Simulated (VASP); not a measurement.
Wanted: the native input for a VASP 6.6.1 run.

- Task: relaxation of shape and atoms at fixed volume
- Functional: PBE
- Potentials or basis: VASP PAW PBE potentials, release 64 (Al, V_sv, C)
- Cutoff: 600 eV
- k mesh: 14 × 14 × 4
- Occupations: gaussian, width 0.05 eV
- Spin: no spin polarisation
- Dipole correction: no
- Further INCAR settings: ALGO = Normal; EDIFF = 1e-06; IBRION = 2; EDIFFG = -0.01; NSW = 60; ISIF = 4

The structure of AlV2C lies in POSCAR:

```
AlV2C
1.0
    2.8678212636      0.0000000000      0.0000000000
   -1.4339106318      2.4836060678      0.0000000000
    0.0000000000      0.0000000000     12.9624118851
Al V C
2 4 2
Direct
    0.3333333333      0.6666666667      0.2500000000
    0.6666666667      0.3333333333      0.7500000000
    0.3333333333      0.6666666667      0.5856066049
    0.6666666667      0.3333333333      0.4143933951
    0.6666666667      0.3333333333      0.0856066049
    0.3333333333      0.6666666667      0.9143933951
    0.0000000000      0.0000000000      0.0000000000
    0.0000000000      0.0000000000      0.5000000000
```

One way to write it, as run:

INCAR

```
ALGO = Normal
EDIFF = 1E-6
EDIFFG = -0.01
ENCUT = 600
GGA = PE
IBRION = 2
ISIF = 4
ISMEAR = 0
LASPH = T
LCHARG = F
LREAL = F
LWAVE = F
NELM = 60
NSW = 60
PREC = Accurate
SIGMA = 0.05
```

KPOINTS

```
k-points
0
Gamma
  14 14 4
```

Potentials or basis: VASP PAW PBE potentials, release 64 (Al, V_sv, C).

The run is started by

```console
$ cat potpaw_PBE.64/Al/POTCAR potpaw_PBE.64/V_sv/POTCAR potpaw_PBE.64/C/POTCAR > POTCAR
$ mpirun -np 1 vasp_std > vasp.out
```

It gave:

```json
{
 "Energy gained by relaxing": "0.9 meV/atom",
 "Ionic steps": "2",
 "Pressure after relaxing": "7.5 GPa",
 "Band gap on the k mesh": "zero (bands 33 and 34 overlap by 1.73 eV)"
}
```

Run time: 7.3 min on 1 thread of Intel(R) Xeon(R) Platinum 8375C CPU @ 2.90GHz (Ice Lake), on a shared host, peak memory 0.41 GiB.
